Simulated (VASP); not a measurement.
# H3C2N in VASP: notebook, part 2 of 2

VASP 6.6.1. The steps go on from the part before.

### 4 Single point, PBE+D3(BJ)

INCAR

```
SYSTEM = H3C2N
ALGO = Normal
EDIFF = 1E-6
ENCUT = 520
GGA = PE
ISIF = 2
ISMEAR = -1
IVDW = 12
LASPH = .TRUE.
LCHARG = .FALSE.
LREAL = Auto
LWAVE = .FALSE.
NBANDS = 72
NELM = 80
PREC = Accurate
SIGMA = 0.02
```

KPOINTS

```
k-points
0
G
  1 1 1
  0 0 0
```

POSCAR

```
H3C2N
1.0
    8.0517480000      0.0000000000      0.0000000000
    0.0000000000      8.0517480000      0.0000000000
    0.0000000000      0.0000000000      8.0517480000
C N H
12 6 18
Direct
    0.3938399463      0.2844102920      0.4499892446
    0.3737449309      0.3630764400      0.6036080613
    0.3038719046      0.7108891138      0.5129320987
    0.3259168071      0.8440030662      0.4086938637
    0.9521286558     -0.0288011994      0.1737138321
    0.9244824850      0.0431459107      0.3415159044
    0.7441862314      0.4884032635      0.2524544981
    0.9172294016      0.4993946656      0.2228087615
    0.2541063133      0.7712114189      0.9607727415
    0.4384513773      0.7313815584      0.9555813222
    0.8085946058      0.4033037298      0.8108922435
    0.8688175537      0.5149316645      0.6756296894
    0.3675350992      0.4083212738      0.7397275722
    0.3386593818      0.9558172958      0.3162294697
    0.9246936193      0.1082870452      0.4723073797
    1.0594221280      0.4960413565      0.1918341210
    0.5753905860      0.7290715010      0.9222469456
    0.9298229403      0.6126495762      0.5849909858
    0.3726520005      0.3862887910      0.3500978918
    0.5138759931      0.2328314299      0.4171640742
    0.2837644695      0.2152700258      0.4125067004
    0.1763840597      0.7051139703      0.5604869899
    0.2995250224      0.5904804770      0.4521130070
    0.3944112508      0.7044557281      0.6237030766
    0.8396437643     -0.0502623778      0.0996305399
    1.0378988513      0.0564597898      0.1098767622
    1.0205734208     -0.1410252780      0.1925544615
    0.6891671225      0.5708449892      0.3400628038
    0.6631230883      0.4882914865      0.1409383403
    0.7374671935      0.3729997511      0.3153104146
    0.1782221699      0.6547894942      0.9530228716
    0.2257646414      0.8408360520      1.0670229620
    0.2283603511      0.8476047686      0.8507221041
    0.7985470981      0.2867079298      0.7432920156
    0.9077656181      0.3833204914      0.9028722707
    0.6952154985      0.4505978081      0.8551310846
```

Potentials or basis: VASP PAW PBE potentials, release 64 (C, N, H).

On the command line:

```bash
$ cat potpaw_PBE.64/C/POTCAR potpaw_PBE.64/N/POTCAR potpaw_PBE.64/H/POTCAR > POTCAR
$ mpirun -np 1 vasp_gam > vasp.out
```

OUTCAR:

```text
SYSTEM = H3C2N
   EDIFF = 1E-6
   ENCUT = 520
   GGA = PE
   ISIF = 2
   ISMEAR = -1
   IVDW = 12
   LASPH = .TRUE.
   LREAL = Auto
   NELM = 80
   PREC = Accurate
 IVDW          = 12

 ion  position               nearest neighbor table
   1  0.394  0.284  0.450-  20 1.08  21 1.09  19 1.16   2 1.40
   2  0.374  0.363  0.604-  13 1.16   1 1.40
   3  0.304  0.711  0.513-  23 1.09  22 1.10  24 1.15   4 1.37
   4  0.326  0.844  0.409-  14 1.17   3 1.37
   5  0.952  0.971  0.174-  27 1.07  25 1.10  26 1.10   6 1.49
   6  0.924  0.043  0.342-  15 1.18   5 1.49
   7  0.744  0.488  0.252-  30 1.06  28 1.07  29 1.11   8 1.42
   8  0.917  0.499  0.223-  16 1.17   7 1.42
   9  0.254  0.771  0.961-  32 1.05  33 1.10  31 1.12  10 1.52
  10  0.438  0.731  0.956-  17 1.13   9 1.52
  11  0.809  0.403  0.811-  36 1.05  34 1.09  35 1.10  12 1.49
  12  0.869  0.515  0.676-  18 1.18  11 1.49
  13  0.368  0.408  0.740-   2 1.16
  14  0.339  0.956  0.316-   4 1.17
  15  0.925  0.108  0.472-   6 1.18
  16  0.059  0.496  0.192-   8 1.17
  17  0.575  0.729  0.922-  10 1.13
[... 17 lines left out ...]
  35  0.908  0.383  0.903-  11 1.10
  36  0.695  0.451  0.855-  11 1.05

  LATTYP: Found a simple cubic cell.
 ALAT       =     8.0517480000

  Lattice vectors:

 A1 = (   8.0517480000,   0.0000000000,   0.0000000000)
 A2 = (   0.0000000000,   8.0517480000,   0.0000000000)
 A3 = (   0.0000000000,   0.0000000000,   8.0517480000)

Analysis of symmetry for initial positions (statically):
=====================================================================
 Subroutine PRICEL returns:
 Original cell was already a primitive cell.

 Routine SETGRP: Setting up the symmetry group for a
 simple cubic supercell.

 Subroutine GETGRP returns: Found  1 space group operations
 (whereof  1 operations were pure point group operations)
 out of a pool of 48 trial point group operations.

The static configuration has the point symmetry C_1 .

Analysis of symmetry for dynamics (positions and initial velocities):
[... 180 lines left out ...]
   GGA     = PE    functional components
   LHFCALC =     F    Hartree Fock is set to
   AEXX    =    0.0000 exact exchange contribution
   IVDW    =    12    specifies the selected vdW correction
   LEPSILON=     F    determine dielectric tensor
   LRPA    =     F    only Hartree local field effects (RPA)
 non-spin polarized calculation
  energy-cutoff  :      520.00
  volume of cell :      522.00
 maximum number of plane-waves:      6999
 NGX is ok and might be reduce to    60
   NGX = 29   NGY = 29   NGZ = 29

 number of electron      95.9999995 magnetization

 Free energy of the ion-electron system (eV)
  ---------------------------------------------------
  ext. energy  EPLUGINS =         0.00000000
  ---------------------------------------------------
  free energy    TOTEN  =      -219.55059205 eV

  energy without entropy =     -219.55059205  energy(sigma->0) =     -219.55059205

 E-fermi :  -3.9910     XC(G=0):  -6.1669

 val. band max:       -4.4683601309   @ k =   0.0000   0.0000   0.0000
 cond. band min:       1.5911973440   @ k =   0.0000   0.0000   0.0000
 fundamental gap:      6.0595574749
 Fermi energy:        -3.9910310649

 k-point     1 :       0.0000    0.0000    0.0000
  band No.  band energies     occupation
      1     -19.8110      2.00000
      2     -19.6911      2.00000
      3     -19.6744      2.00000
      4     -19.5918      2.00000
      5     -19.4800      2.00000
      6     -19.3686      2.00000
[... 52 lines left out ...]
     59       2.8469      0.00000
     60       2.9555      0.00000
 [bands above 60 left out]

------------------------ aborting loop because EDIFF is reached ----------------------------------------

 Edisp (eV)   -1.65457

 E8    (eV) :    -0.3982

  FORCE on cell =-STRESS in cart. coord.  units (eV):
  Direction    XX          YY          ZZ          XY          YZ          ZX
  --------------------------------------------------------------------------------------
  -------------------------------------------------------------------------------------
  Total       1.45975     5.88532     1.33842    -0.46411     2.33844    -4.53176
  in kB       4.48041    18.06385     4.10801    -1.42448     7.17738   -13.90935
  external pressure =        8.88 kB  Pullay stress =        0.00 kB

 VOLUME and BASIS-vectors are now :
 -----------------------------------------------------------------------------
  energy-cutoff  :      520.00
  volume of cell :      522.00
      direct lattice vectors                 reciprocal lattice vectors
     8.051748000  0.000000000  0.000000000     0.124196634  0.000000000  0.000000000
     0.000000000  8.051748000  0.000000000     0.000000000  0.124196634  0.000000000
     0.000000000  0.000000000  8.051748000     0.000000000  0.000000000  0.124196634

 POSITION                                       TOTAL-FORCE (eV/Angst)
 -----------------------------------------------------------------------------------
      3.17110      2.29000      3.62320        -1.101136      2.081772     -3.270506
      3.00930      2.92340      4.86010         0.566160     -0.957182      0.795075
      2.44670      5.72390      4.13000         0.219590     -1.756942      2.869607
      2.62420      6.79570      3.29070         0.326681      2.121392     -1.924963
      7.66630      7.81985      1.39870        -0.237497      1.177145      0.903626
      7.44370      0.34740      2.74980         0.226270      0.407569      0.100516
[... 28 lines left out ...]
      7.30910      3.08640      7.26970        -0.163363      0.401086      0.064878
      5.59770      3.62810      6.88530        -1.329150      0.332379      0.704905
 -----------------------------------------------------------------------------------
    total drift:                                0.009715      0.030798     -0.009268

  FREE ENERGIE OF THE ION-ELECTRON SYSTEM (eV)
  ---------------------------------------------------
  free  energy   TOTEN  =      -221.2051616788 eV

  energy  without entropy=     -221.2051616787  energy(sigma->0) =     -221.20516168
```

Run time: 2.4 min. Hardware: 1 thread of AMD EPYC 7R13, shared host; peak memory 0.44 GiB.

Results:

```yaml
Free_energy: -221.2052 eV
Pressure: 0.9 GPa
Largest_force: 5.717 eV/Å
Band_gap_on_the_k_mesh: 6.06 eV
Dispersion_energy_per_atom: -0.046 eV
```

Forces in eV/Å, atoms in the order of the input:
```
C   -1.101  2.082 -3.271
C    0.566 -0.957  0.795
C    0.220 -1.757  2.870
C    0.327  2.121 -1.925
C   -0.237  1.177  0.904
C    0.226  0.408  0.101
C   -0.953 -0.296 -0.764
C    1.578  0.671 -0.671
C    1.485 -1.916 -1.578
C   -5.599  1.101  0.349
C    2.045 -0.051 -2.331
C    0.891  1.089  0.578
N   -0.250  0.610  1.158
N    0.037 -0.602  0.274
N   -0.292 -0.534 -1.045
N   -0.672  0.012  0.241
N    4.007 -0.418 -0.464
N   -0.936 -1.200  0.788
H    0.497 -0.656  0.769
H    0.086 -0.540  0.431
H    0.155 -0.905  0.401
H   -0.265  0.518  0.366
H    0.596 -0.141 -0.611
H   -0.873  0.135 -1.290
H   -0.013  0.032  0.211
H   -0.208  0.046 -0.097
H    0.171 -0.966  0.054
H    0.098  1.215  0.617
H    0.564 -0.047  0.157
H   -0.541 -1.573  0.496
H    0.523  0.626  0.172
H   -0.149  0.676  1.393
H    0.044 -0.039 -0.030
H   -0.533 -0.656  0.186
H   -0.163  0.401  0.065
H   -1.329  0.332  0.705
```

Caveat: the k points lie up to 0.78 Å⁻¹ apart.
